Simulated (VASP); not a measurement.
# SrTe in VASP: a series of runs

SrTe is run at these levels: HSE06; tasks: single point.

Program: VASP 6.6.1. These are calculated values, not measurements. Logs are shortened: lines on timing, memory, paths and dates and some standing lists are left out, and cuts for length are marked.

## 1. The cell of the first run

The structure is cubic, space group Fm-3m (No. 225). The conventional cell has a = 6.672 Å, b = 6.672 Å, c = 6.672 Å, α = 90.00°, β = 90.00°, γ = 90.00°. Within 4.4 Å of Sr (site symmetry m-3m) lie 6 Te at 3.34 Å. Te (site symmetry m-3m) has 6 Sr at 3.34 Å within 4.4 Å.

## 2. Single point, HSE06 (strain -0.5%)

File POSCAR:

```
SrTe
1.0
    0.0000000000      3.3359944144      3.3359944144
    3.3359944144      0.0000000000      3.3359944144
    3.3359944144      3.3359944144      0.0000000000
Sr Te
1 1
Direct
    0.0000000000      0.0000000000      0.0000000000
    0.5000000000      0.5000000000      0.5000000000
```

File INCAR.step1:

```
  ALGO = Normal
  EDIFF = 1E-5
  ENCUT = 400
  GGA = PE
  GGA_COMPAT = F
  ISIF = 2
  ISMEAR = 0
  LASPH = T
  LREAL = F
  LWAVE = T
  NBANDS = 15
  NELM = 120
  PREC = Accurate
  SIGMA = 0.01
```

File INCAR.step2:

```
  ALGO = Normal
  EDIFF = 1E-6
  ENCUT = 400
  GGA = PE
  GGA_COMPAT = F
  HFSCREEN = 0.2079
  ISIF = 2
  ISMEAR = 0
  ISTART = 1
  LASPH = T
  LCHARG = T
  LELF = T
  LHFCALC = T
  LREAL = F
  LVHAR = T
  LWAVE = F
  NBANDS = 15
  NELM = 120
  PREC = Accurate
  PRECFOCK = Normal
  SIGMA = 0.01
```

File KPOINTS:

```
k-points
0
Gamma
  4 4 4
```

Potentials or basis: VASP PAW PBE potentials, release 64 (Sr_sv, Te).

The run is started by

```bash
$ cat potpaw_PBE.64/Sr_sv/POTCAR potpaw_PBE.64/Te/POTCAR > POTCAR
$ cp INCAR.step1 INCAR
$ mpirun -np 1 vasp_std > vasp.out
$ cp INCAR.step2 INCAR
$ mpirun -np 1 vasp_std > vasp.out
```

OUTCAR:

```text
EDIFF = 1E-6
   ENCUT = 400
   GGA = PE
   HFSCREEN = 0.2079
   ISIF = 2
   ISMEAR = 0
   ISTART = 1
   LASPH = T
   LHFCALC = T
   LREAL = F
   NELM = 120
   PREC = Accurate
   PRECFOCK = Normal

 ion  position               nearest neighbor table
   1  0.000  0.000  0.000-   2 3.34   2 3.34   2 3.34   2 3.34   2 3.34   2 3.34
   2  0.500  0.500  0.500-   1 3.34   1 3.34   1 3.34   1 3.34   1 3.34   1 3.34

  LATTYP: Found a face centered cubic cell.
 ALAT       =     6.6719888288

  Lattice vectors:

 A1 = (   0.0000000000,   3.3359944144,   3.3359944144)
 A2 = (   3.3359944144,   0.0000000000,   3.3359944144)
 A3 = (   3.3359944144,   3.3359944144,   0.0000000000)

Analysis of symmetry for initial positions (statically):
=====================================================================
 Subroutine PRICEL returns:
 Original cell was already a primitive cell.

 Routine SETGRP: Setting up the symmetry group for a
 face centered cubic supercell.

 Subroutine GETGRP returns: Found 48 space group operations
 (whereof 48 operations were pure point group operations)
 out of a pool of 48 trial point group operations.

The static configuration has the point symmetry O_h .

Analysis of symmetry for dynamics (positions and initial velocities):
=====================================================================
 Subroutine PRICEL returns:
 Original cell was already a primitive cell.

 Routine SETGRP: Setting up the symmetry group for a
 face centered cubic supercell.

 Subroutine GETGRP returns: Found 48 space group operations
 (whereof 48 operations were pure point group operations)
 out of a pool of 48 trial point group operations.

The dynamic configuration has the point symmetry O_h .

 Subroutine INISYM returns: Found 48 space group operations
 (whereof 48 operations are pure point group operations),
 and found     1 'primitive' translations

----------------------------------------------------------------------------------------

                                     Primitive cell

  volume of cell :      74.2516

  direct lattice vectors                    reciprocal lattice vectors
     0.000000000  3.335994414  3.335994414    -0.149880347  0.149880347  0.149880347
     3.335994414  0.000000000  3.335994414     0.149880347 -0.149880347  0.149880347
     3.335994414  3.335994414  0.000000000     0.149880347  0.149880347 -0.149880347

  length of vectors
     4.717808545  4.717808545  4.717808545     0.259600376  0.259600376  0.259600376

  position of ions in fractional coordinates (direct lattice)
     0.000000000  0.000000000  0.000000000
     0.500000000  0.500000000  0.500000000

  ion indices of the primitive-cell ions
   primitive index   ion index
                 1           1
                 2           2

----------------------------------------------------------------------------------------

 KPOINTS: k-points

Automatic generation of k-mesh.
 Grid dimensions read from file:
 generate k-points for:    4    4    4

 Generating k-lattice:

  Cartesian coordinates                     Fractional coordinates (reciprocal lattice)
    -0.037470087  0.037470087  0.037470087     0.250000000  0.000000000  0.000000000
     0.037470087 -0.037470087  0.037470087     0.000000000  0.250000000  0.000000000
     0.037470087  0.037470087 -0.037470087     0.000000000  0.000000000  0.250000000

  Length of vectors
     0.064900094  0.064900094  0.064900094

  Shift w.r.t. Gamma in fractional coordinates (k-lattice)
     0.000000000  0.000000000  0.000000000

 Subroutine IBZKPT returns following result:
 ===========================================

 Found      8 irreducible k-points:

 Following reciprocal coordinates:
            Coordinates               Weight
  0.000000  0.000000  0.000000      1.000000
  0.250000  0.000000  0.000000      8.000000
  0.500000  0.000000  0.000000      4.000000
  0.250000  0.250000  0.000000      6.000000
  0.500000  0.250000  0.000000     24.000000
 -0.250000  0.250000  0.000000     12.000000
  0.500000  0.500000  0.000000      3.000000
 -0.250000  0.500000  0.250000      6.000000
   k-points           NKPTS =      8   k-points in BZ     NKDIM =     64   number of bands    NBANDS=     15
   number of dos      NEDOS =    301   number of ions     NIONS =      2
   total plane-waves  NPLWV =  32768
   dimension x,y,z NGX =    32 NGY =   32 NGZ =   32
   dimension x,y,z NGXF=    64 NGYF=   64 NGZF=   64
   ions per type =               1   1
   NGX,Y,Z   is equivalent  to a cutoff of  11.28, 11.28, 11.28 a.u.
   NGXF,Y,Z  is equivalent  to a cutoff of  22.55, 22.55, 22.55 a.u.
 SYSTEM =  unknown system
   PREC   = accura    normal or accurate (medium, high low for compatibility)
   ISTART =      1    job   : 0-new  1-cont  2-samecut
   ICHARG =      0    charge: 1-file 2-atom 10-const
   ISPIN  =      1    spin polarized calculation?
   LNONCOLLINEAR =      F non collinear calculations
   LSORBIT =      F    spin-orbit coupling
   LASPH  =      T    aspherical Exc in radial PAW
   ENCUT  =  400.0 eV  29.40 Ry    5.42 a.u.   7.69  7.69  7.69*2*pi/ulx,y,z
   NELM   =    120;   NELMIN=  2; NELMDL=  0     # of ELM steps
   EDIFF  = 0.1E-05   stopping-criterion for ELM
   LREAL  =      F    real-space projection
   EDIFFG = 0.1E-04   stopping-criterion for IOM
   NSW    =      0    number of steps for IOM
   IBRION =     -1    ionic relax: 0-MD 1-quasi-New 2-CG
   NFREE  =      0    steps in history (QN), initial steepest desc. (CG)
   ISIF   =      2    stress and relaxation
   ISYM   =      3    0-nonsym 1-usesym 2-fastsym
   POTIM  = 0.5000    time-step for ionic-motion
   TEBEG  =    0.0;   TEEND  =   0.0 temperature during run
   PSTRESS=    0.0 pullay stress
   NELECT =      16.0000    total number of electrons
   NUPDOWN=      -1.0000    fix difference up-down
   EMIN   =  10.00;   EMAX   =-10.00  energy-range for DOS
   EFERMI =   0.00;   METHOD = LEGACY
   ISMEAR =     0;   SIGMA  =   0.01  broadening in eV -4-tet -1-fermi 0-gaus
   EFERMI_NEDOS =   21; number of points for ismear=-14 and -15
   IALGO  =     38    algorithm
   IMIX   =      1    mixing-type and parameters
     AMIX     =   0.40;   BMIX     =  1.00
     AMIX_MAG =   1.60;   BMIX_MAG =  1.00
  volume/ion in A,a.u.               =      37.13       250.54
  Fermi-wavevector in a.u.,A,eV,Ry     =   0.981476  1.854720 13.106416  0.963294
  Thomas-Fermi vector in A             =   2.112485
   LORBIT       =      0    0 simple, 1 ext, 2 COOP (PROOUT), +10 PAW based schemes
   GGA     = PE    functional components
   LHFCALC =     T    Hartree Fock is set to
   PRECFOCK=normal    Normal, Fast or Accurate (Low or Medium for compatibility)
   ENCUT4O =  -1.0   cutoff for four orbital integrals eV
   NKREDX  =     1    reduce k-point grid by
   NKREDY  =     1    reduce k-point grid by
   NKREDZ  =     1    reduce k-point grid by
   AEXX    =    0.2500 exact exchange contribution
   HFSCREEN=    0.2079 screening length (either q_TF or 0.3 A-1)
   HFSCREENC=   0.2079 screening length for correlation (either q_TF or 0.3 A-1)
   ENCUTFOCK=  -1.0 apply spherical cutoff to Coloumb kernel
   IVDW    =     0    specifies the selected vdW correction
   LEPSILON=     F    determine dielectric tensor
   LRPA    =     F    only Hartree local field effects (RPA)
 non-spin polarized calculation
 Gauss-broadening in eV      SIGMA  =   0.01
  energy-cutoff  :      400.00
  volume of cell :       74.25
 maximum number of plane-waves:      1363
 NGX is ok and might be reduce to    32
  NGX = 24; NGY = 24; NGZ = 24

 number of electron      16.0000001 magnetization

 Free energy of the ion-electron system (eV)
  ---------------------------------------------------
  ext. energy  EPLUGINS =         0.00000000
  ---------------------------------------------------
  free energy    TOTEN  =        -9.45299107 eV

  energy without entropy =       -9.45299107  energy(sigma->0) =       -9.45299107

 E-fermi :   2.3594     XC(G=0):  -7.1129

 val. band max:        2.3021658556   @ k =   0.0000   0.0000   0.0000
 cond. band min:       4.7544842871   @ k =   0.5000   0.5000   0.0000
 fundamental gap:      2.4523184315
 Fermi energy:         2.3593588333

 k-point     1 :       0.0000    0.0000    0.0000
  band No.  band energies     occupation
      1     -34.8839      2.00000
      2     -15.5939      2.00000
      3     -15.5939      2.00000
      4     -15.5939      2.00000
      5      -8.5601      2.00000
      6       2.3022      2.00000
      7       2.3022      2.00000
      8       2.3022      2.00000
      9       5.8887      0.00000
     10       6.4796      0.00000
     11       6.4796      0.00000
     12       6.4796      0.00000
     13       7.1617      0.00000
     14       7.1617      0.00000
     15      10.6896      0.00000

 k-point     2 :       0.2500    0.0000    0.0000
  band No.  band energies     occupation
      1     -34.8815      2.00000
      2     -15.6667      2.00000
      3     -15.5959      2.00000
      4     -15.5959      2.00000
      5      -8.2195      2.00000
      6       0.4668      2.00000
      7       1.6329      2.00000
      8       1.6329      2.00000
      9       6.3397      0.00000
     10       7.2736      0.00000
     11       7.2736      0.00000
     12       8.3407      0.00000
     13       8.6700      0.00000
     14       8.6700      0.00000
     15      11.7202      0.00000
[... 77 lines left out ...]
      3     -15.6326      2.00000
      4     -15.6326      2.00000
      5      -8.0404      2.00000
      6       0.1154      2.00000
      7       1.4810      2.00000
      8       1.4810      2.00000
      9       4.7545      0.00000
     10       7.0274      0.00000
     11       8.1631      0.00000
     12       9.5325      0.00000
     13       9.6691      0.00000
     14       9.6691      0.00000
     15      11.9532      0.00000

 k-point     8 :      -0.2500    0.5000    0.2500
  band No.  band energies     occupation
      1     -34.8774      2.00000
      2     -15.6610      2.00000
      3     -15.6610      2.00000
      4     -15.6407      2.00000
      5      -7.9276      2.00000
      6       0.5875      2.00000
      7       0.5875      2.00000
      8       0.6882      2.00000
      9       7.1386      0.00000
     10       7.1386      0.00000
     11       7.6952      0.00000
     12       9.1147      0.00000
     13       9.6833      0.00000
     14      10.8547      0.00000
     15      11.8105      0.00000

------------------------ aborting loop because EDIFF is reached ----------------------------------------

  FORCE on cell =-STRESS in cart. coord.  units (eV):
  Direction    XX          YY          ZZ          XY          YZ          ZX
  --------------------------------------------------------------------------------------
  -------------------------------------------------------------------------------------
  Total        0.1764935      0.1764935      0.1764935      0.0000000     -0.0000000      0.0000000
  in kB        3.8083188      3.8083188      3.8083188      0.0000000     -0.0000000      0.0000000
  external PRESSURE =       3.8083188 kB  Pullay stress =       0.0000000 kB

 VOLUME and BASIS-vectors are now :
 -----------------------------------------------------------------------------
  energy-cutoff  :      400.00
  volume of cell :       74.25
      direct lattice vectors                 reciprocal lattice vectors
     0.000000000  3.335994414  3.335994414    -0.149880347  0.149880347  0.149880347
     3.335994414  0.000000000  3.335994414     0.149880347 -0.149880347  0.149880347
     3.335994414  3.335994414  0.000000000     0.149880347  0.149880347 -0.149880347

 POSITION                                       TOTAL-FORCE (eV/Angst)
 -----------------------------------------------------------------------------------
      0.00000      0.00000      0.00000         0.000000      0.000000      0.000000
      3.33599      3.33599      3.33599        -0.000000     -0.000000     -0.000000
 -----------------------------------------------------------------------------------
    total drift:                                0.000000      0.000000      0.000000

  FREE ENERGIE OF THE ION-ELECTRON SYSTEM (eV)
  ---------------------------------------------------
  free  energy   TOTEN  =        -9.4529910702 eV

  energy  without entropy=       -9.4529910702  energy(sigma->0) =       -9.45299107
```

Wall time 4.7 min (1 thread of Intel Xeon Platinum 8488C (Sapphire Rapids), shared host); peak memory 0.28 GiB.

What came out:

```yaml
Free_energy: -9.4530 eV
Pressure: 0.4 GPa
Band_gap_on_the_k_mesh: 2.45 eV (least direct gap 3.27 eV)
```

Levels at points of the mesh, in eV from the valence-band top:
```
           k point  band 4  band 5  band 6  band 7  band 8  band 9  band 10  band 11  band 12  band 13
(0.00, 0.00, 0.00)  -17.90  -10.86    0.00    0.00    0.00    3.59     4.18     4.18     4.18     4.86
(0.50, 0.00, 0.00)  -17.90  -10.14   -3.05   -1.16   -1.16    4.59     6.25     6.49     6.49     7.56
(0.50, 0.50, 0.00)  -17.93  -10.34   -2.19   -0.82   -0.82    2.45     4.73     5.86     7.23     7.37
```

Caveat: the cell differs from its parent crystal (strain -0.5%); the PAW data sets were made with another functional, which shifts forces and pressure a little; spin-orbit coupling is left out, which moves the levels of the heavy elements.

(Continued in part 2 of 2.)
